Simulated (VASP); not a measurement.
# PrYSe3 (R3m) in VASP: single point with PBE

Aim: the single point of PrYSe3 with PBE.

Program: VASP 6.6.1. These are calculated values, not measurements. Logs are shortened: lines on timing, memory, paths and dates and some standing lists are left out, and cuts for length are marked.

### 1 The cell of the first run

Symmetry: R3m, No. 160, trigonal system. The conventional cell has a = 7.748 Å, b = 7.748 Å, c = 10.205 Å, α = 90.00°, β = 90.00°, γ = 120.00°. Within 3.7 Å of Pr (site symmetry 3m) lie 3 Se at 2.82 Å. Within 3.6 Å of Y (site symmetry 3m) lie 6 Se at 2.73 to 2.93 Å. Within 3.7 Å of Se (site symmetry m) lie 2 Y at 2.73 to 2.93 Å and 1 Pr at 2.82 Å and 2 Se at 3.65 Å.

The cell was built from a structure type or drawn by symmetry, and may not be a known phase.

### 2 Single point, PBE

Input file INCAR:

```
PREC = Accurate ; ENCUT = 500
EDIFF = 1E-6 ; ISMEAR = 0
SIGMA = 0.15 ; LREAL = F
LASPH = T ; NELM = 200
ALGO = Normal ; ISIF = 2
LWAVE = F ; LCHARG = F
GGA = PE ; NBANDS = 28
GGA_COMPAT = F ; LMAXMIX = 6
```

Input file KPOINTS:

```
Automatic mesh
0
Gamma
  2 2 2
```

Input file POSCAR:

```
PrYSe3
1.0
    3.8739087791      2.2366022764      3.4016070764
   -3.8739087791      2.2366022764      3.4016070764
    0.0000000000     -4.4732045529      3.4016070764
Pr Y Se
1 1 3
Direct
    0.1345367827      0.1345367827      0.1345367827
    0.5180591406      0.5180591406      0.5180591406
    0.4754866811      1.0039033746      0.4754866811
    0.4754866811      0.4754866811      1.0039033746
    1.0039033746      0.4754866811      0.4754866811
```

Potentials or basis: VASP PAW PBE potentials, release 64 (Pr_3, Y_sv, Se), 4f in core.

Command:

```console
cat potpaw_PBE.64/Pr_3/POTCAR potpaw_PBE.64/Y_sv/POTCAR potpaw_PBE.64/Se/POTCAR > POTCAR
mpirun -np 1 vasp_std > vasp.out
```

OUTCAR:

```text
PREC = Accurate
   ENCUT = 500
   EDIFF = 1E-6
   ISMEAR = 0
   LREAL = F
   LASPH = T
   NELM = 200
   ISIF = 2
   GGA = PE

 ion  position               nearest neighbor table
   1  0.135  0.135  0.135-   4 2.82   3 2.82   5 2.82   2 3.91
   2  0.518  0.518  0.518-   3 2.73   5 2.73   4 2.73   3 2.93   5 2.93   4 2.93   1 3.91
   3  0.475  0.004  0.475-   2 2.73   1 2.82   2 2.93
   4  0.475  0.475  0.004-   2 2.73   1 2.82   2 2.93
   5  0.004  0.475  0.475-   2 2.73   1 2.82   2 2.93

  LATTYP: Found a trigonal (rhomboedric) cell.
 ALAT       =     5.6196520954
 COS(alpha) =     0.0495923664

  Lattice vectors:

 A1 = (   3.8739087791,   2.2366022764,   3.4016070764)
 A2 = (  -3.8739087791,   2.2366022764,   3.4016070764)
 A3 = (   0.0000000000,  -4.4732045529,   3.4016070764)

Analysis of symmetry for initial positions (statically):
=====================================================================
 Subroutine PRICEL returns:
 Original cell was already a primitive cell.

 Routine SETGRP: Setting up the symmetry group for a
 trigonal (rhombohedral) supercell.

 Subroutine GETGRP returns: Found  6 space group operations
 (whereof  6 operations were pure point group operations)
 out of a pool of 12 trial point group operations.

The static configuration has the point symmetry C_3v.

Analysis of symmetry for dynamics (positions and initial velocities):
=====================================================================
 Subroutine PRICEL returns:
 Original cell was already a primitive cell.

 Routine SETGRP: Setting up the symmetry group for a
 trigonal (rhombohedral) supercell.

 Subroutine GETGRP returns: Found  6 space group operations
 (whereof  6 operations were pure point group operations)
 out of a pool of 12 trial point group operations.

The dynamic configuration has the point symmetry C_3v.

 Subroutine INISYM returns: Found  6 space group operations
 (whereof  6 operations are pure point group operations),
 and found     1 'primitive' translations

----------------------------------------------------------------------------------------

                                     Primitive cell

  volume of cell :     176.8372

  direct lattice vectors                    reciprocal lattice vectors
     3.873908779  2.236602276  3.401607076     0.129068604  0.074517794  0.097992897
    -3.873908779  2.236602276  3.401607076    -0.129068604  0.074517794  0.097992897
     0.000000000 -4.473204553  3.401607076     0.000000000 -0.149035587  0.097992897

  length of vectors
     5.619652095  5.619652095  5.619652095     0.178365395  0.178365395  0.178365395

  position of ions in fractional coordinates (direct lattice)
     0.134536783  0.134536783  0.134536783
     0.518059141  0.518059141  0.518059141
     0.475486681  0.003903375  0.475486681
     0.475486681  0.475486681  0.003903375
     0.003903375  0.475486681  0.475486681

  ion indices of the primitive-cell ions
   primitive index   ion index
                 1           1
                 2           2
                 3           3
                 4           4
                 5           5

----------------------------------------------------------------------------------------

 KPOINTS: Automatic mesh

Automatic generation of k-mesh.
 Grid dimensions read from file:
 generate k-points for:    2    2    2

 Generating k-lattice:

  Cartesian coordinates                     Fractional coordinates (reciprocal lattice)
     0.064534302  0.037258897  0.048996449     0.500000000  0.000000000  0.000000000
    -0.064534302  0.037258897  0.048996449     0.000000000  0.500000000  0.000000000
     0.000000000 -0.074517794  0.048996449     0.000000000  0.000000000  0.500000000

  Length of vectors
     0.089182698  0.089182698  0.089182698

  Shift w.r.t. Gamma in fractional coordinates (k-lattice)
     0.000000000  0.000000000  0.000000000

 Subroutine IBZKPT returns following result:
 ===========================================

 Found      4 irreducible k-points:

 Following reciprocal coordinates:
            Coordinates               Weight
  0.000000  0.000000  0.000000      1.000000
  0.500000 -0.000000  0.000000      3.000000
  0.500000  0.500000  0.000000      3.000000
  0.500000  0.500000  0.500000      1.000000
   k-points           NKPTS =      4   k-points in BZ     NKDIM =      4   number of bands    NBANDS=     28
   number of dos      NEDOS =    301   number of ions     NIONS =      5
   total plane-waves  NPLWV =  74088
   dimension x,y,z NGX =    42 NGY =   42 NGZ =   42
   dimension x,y,z NGXF=    84 NGYF=   84 NGZF=   84
   ions per type =               1   1   3
   NGX,Y,Z   is equivalent  to a cutoff of  12.42, 12.42, 12.42 a.u.
   NGXF,Y,Z  is equivalent  to a cutoff of  24.85, 24.85, 24.85 a.u.
 SYSTEM =  unknown system
   PREC   = accura    normal or accurate (medium, high low for compatibility)
   ISTART =      0    job   : 0-new  1-cont  2-samecut
   ICHARG =      2    charge: 1-file 2-atom 10-const
   ISPIN  =      1    spin polarized calculation?
   LNONCOLLINEAR =      F non collinear calculations
   LSORBIT =      F    spin-orbit coupling
   LASPH  =      T    aspherical Exc in radial PAW
   ENCUT  =  500.0 eV  36.75 Ry    6.06 a.u.  10.25 10.25 10.25*2*pi/ulx,y,z
   NELM   =    200;   NELMIN=  2; NELMDL= -5     # of ELM steps
   EDIFF  = 0.1E-05   stopping-criterion for ELM
   LREAL  =      F    real-space projection
   EDIFFG = 0.1E-04   stopping-criterion for IOM
   NSW    =      0    number of steps for IOM
   IBRION =     -1    ionic relax: 0-MD 1-quasi-New 2-CG
   NFREE  =      0    steps in history (QN), initial steepest desc. (CG)
   ISIF   =      2    stress and relaxation
   ISYM   =      2    0-nonsym 1-usesym 2-fastsym
   POTIM  = 0.5000    time-step for ionic-motion
   TEBEG  =    0.0;   TEEND  =   0.0 temperature during run
   PSTRESS=    0.0 pullay stress
   NELECT =      40.0000    total number of electrons
   NUPDOWN=      -1.0000    fix difference up-down
   EMIN   =  10.00;   EMAX   =-10.00  energy-range for DOS
   EFERMI =   0.00;   METHOD = LEGACY
   ISMEAR =     0;   SIGMA  =   0.15  broadening in eV -4-tet -1-fermi 0-gaus
   EFERMI_NEDOS =   21; number of points for ismear=-14 and -15
   IALGO  =     38    algorithm
   IMIX   =      4    mixing-type and parameters
     AMIX     =   0.40;   BMIX     =  1.00
     AMIX_MAG =   1.60;   BMIX_MAG =  1.00
  volume/ion in A,a.u.               =      35.37       238.67
  Fermi-wavevector in a.u.,A,eV,Ry     =   0.997479  1.884961 13.537305  0.994964
  Thomas-Fermi vector in A             =   2.129638
   LORBIT       =      0    0 simple, 1 ext, 2 COOP (PROOUT), +10 PAW based schemes
   GGA     = PE    functional components
   LHFCALC =     F    Hartree Fock is set to
   AEXX    =    0.0000 exact exchange contribution
   IVDW    =     0    specifies the selected vdW correction
   LEPSILON=     F    determine dielectric tensor
   LRPA    =     F    only Hartree local field effects (RPA)
 non-spin polarized calculation
 Gauss-broadening in eV      SIGMA  =   0.15
  energy-cutoff  :      500.00
  volume of cell :      176.84
 maximum number of plane-waves:      4502
 NGX is ok and might be reduce to    42
   NGX = 21   NGY = 21   NGZ = 21

 number of electron      39.9999996 magnetization

 Free energy of the ion-electron system (eV)
  ---------------------------------------------------
  ext. energy  EPLUGINS =         0.00000000
  ---------------------------------------------------
  free energy    TOTEN  =       -29.24085457 eV

  energy without entropy =      -29.24085457  energy(sigma->0) =      -29.24085457

 E-fermi :   2.5206     XC(G=0):  -8.1088

 val. band max:        1.7105826091   @ k =   0.5000   0.5000   0.5000
 cond. band min:       3.2883861697   @ k =   0.0000   0.0000   0.0000
 fundamental gap:      1.5778035606
 Fermi energy:         2.5206264677

 k-point     1 :       0.0000    0.0000    0.0000
  band No.  band energies     occupation
      1     -40.8563      2.00000
      2     -35.4436      2.00000
      3     -20.8840      2.00000
      4     -20.8712      2.00000
      5     -20.8712      2.00000
      6     -17.4499      2.00000
[... 20 lines left out ...]
     27       4.8505      0.00000
     28       5.5362      0.00000

 k-point     2 :       0.5000   -0.0000    0.0000
  band No.  band energies     occupation
      1     -40.8562      2.00000
      2     -35.4435      2.00000
      3     -20.8943      2.00000
      4     -20.8762      2.00000
      5     -20.8708      2.00000
      6     -17.4537      2.00000
[... 20 lines left out ...]
     27       5.3610      0.00000
     28       5.4303      0.00000

 k-point     3 :       0.5000    0.5000    0.0000
  band No.  band energies     occupation
      1     -40.8562      2.00000
      2     -35.4434      2.00000
      3     -20.8980      2.00000
      4     -20.8859      2.00000
      5     -20.8726      2.00000
      6     -17.4563      2.00000
[... 20 lines left out ...]
     27       5.4145      0.00000
     28       5.6991      0.00000

 k-point     4 :       0.5000    0.5000    0.5000
  band No.  band energies     occupation
      1     -40.8562      2.00000
      2     -35.4433      2.00000
      3     -20.9009      2.00000
      4     -20.8853      2.00000
      5     -20.8853      2.00000
      6     -17.4586      2.00000
[... 20 lines left out ...]
     27       5.7721      0.00000
     28       5.8300      0.00000

------------------------ aborting loop because EDIFF is reached ----------------------------------------

  FORCE on cell =-STRESS in cart. coord.  units (eV):
  Direction    XX          YY          ZZ          XY          YZ          ZX
  --------------------------------------------------------------------------------------
  -------------------------------------------------------------------------------------
  Total        0.0940508      0.0940508      0.0279805      0.0000000     -0.0000000      0.0000000
  in kB        0.8521177      0.8521177      0.2535084      0.0000000     -0.0000000      0.0000000
  external PRESSURE =       0.6525813 kB  Pullay stress =       0.0000000 kB

 VOLUME and BASIS-vectors are now :
 -----------------------------------------------------------------------------
  energy-cutoff  :      500.00
  volume of cell :      176.84
      direct lattice vectors                 reciprocal lattice vectors
     3.873908779  2.236602276  3.401607076     0.129068604  0.074517794  0.097992897
    -3.873908779  2.236602276  3.401607076    -0.129068604  0.074517794  0.097992897
     0.000000000 -4.473204553  3.401607076     0.000000000 -0.149035587  0.097992897

 POSITION                                       TOTAL-FORCE (eV/Angst)
 -----------------------------------------------------------------------------------
      0.00000     -0.00000      1.37292         0.000000      0.000000     -0.036576
      0.00000     -0.00000      5.28670         0.000000     -0.000000      0.007116
      1.82687     -1.05474      3.24812         0.004939     -0.002851      0.009820
      0.00000      2.10949      3.24812         0.000000      0.005703      0.009820
     -1.82687     -1.05474      3.24812        -0.004939     -0.002851      0.009820
 -----------------------------------------------------------------------------------
    total drift:                               -0.000000      0.000000      0.000240

  FREE ENERGIE OF THE ION-ELECTRON SYSTEM (eV)
  ---------------------------------------------------
  free  energy   TOTEN  =       -29.2408545730 eV

  energy  without entropy=      -29.2408545730  energy(sigma->0) =      -29.24085457
```

It took 30 s on 1 thread of AMD EPYC 7R43 (Zen 3), shared host; peak memory 0.22 GiB.

Results:

```yaml
Free_energy: -29.2409 eV
Pressure: 0.1 GPa
Largest_force: 0.037 eV/Å
Band_gap_on_the_k_mesh: 1.58 eV (least direct gap 1.86 eV)
```

Forces in eV/Å, atoms in the order of the input:
```
Pr   0.000  0.000 -0.037
Y    0.000  0.000  0.007
Se   0.005 -0.003  0.010
Se   0.000  0.006  0.010
Se  -0.005 -0.003  0.010
```

Levels at points of the mesh, in eV from the valence-band top:
```tsv
k point	band 16	band 17	band 18	band 19	band 20	band 21	band 22	band 23	band 24	band 25
(0.00, 0.00, 0.00)	-2.12	-1.18	-0.76	-0.68	-0.68	1.58	1.78	1.78	1.90	2.57
(0.50, 0.00, 0.00)	-2.19	-2.17	-1.42	-1.08	-0.91	1.68	2.03	2.28	2.81	2.91
(0.50, 0.50, 0.00)	-2.21	-2.13	-1.67	-1.55	-0.48	1.92	1.94	2.18	2.72	3.06
(0.50, 0.50, 0.50)	-2.48	-2.48	-1.15	-1.15	0.00	1.86	1.89	1.89	2.47	3.44
```

Caveat: the k points lie up to 0.56 Å⁻¹ apart; spin-orbit coupling is left out, which moves the levels of the heavy elements; the 4f electrons are frozen in the core, so they carry no moment and show no levels.
